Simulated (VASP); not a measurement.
Ti5H, 6 atoms in the cell. The cell holds a slab with vacuum, 6 atoms: a = 2.938 Å, b = 2.938 Å, c = 24.712 Å, α = 90.00°, β = 90.00°, γ = 120.00°. 

- Program: VASP 6.6.1
- Task: single point
- Functional: PBE
- Potentials or basis: VASP PAW PBE potentials, release 64 (Ti_sv, H)
- Cutoff: 520 eV
- k mesh: 9 × 9 × 1
- Occupations: gaussian, width 0.1 eV
- Spin: no spin polarisation
- Dipole correction: yes
- Further INCAR settings: ALGO = Normal; EDIFF = 1e-06; NBANDS = 40

Potentials or basis: VASP PAW PBE potentials, release 64 (Ti_sv, H).

Launch:

```bash
$ cat potpaw_PBE.64/Ti_sv/POTCAR potpaw_PBE.64/H/POTCAR > POTCAR
$ mpirun -np 1 vasp_std > vasp.out
```

Hardware: 1 thread of Intel(R) Xeon(R) Platinum 8559C (Emerald Rapids) (shared host).

Question: Estimate the wall time of this run.

Answer: It took 4.3 min on 1 thread of Intel(R) Xeon(R) Platinum 8559C (Emerald Rapids), on a shared host, peak memory 0.34 GiB. Counts: scf iterations 33, k points 12.
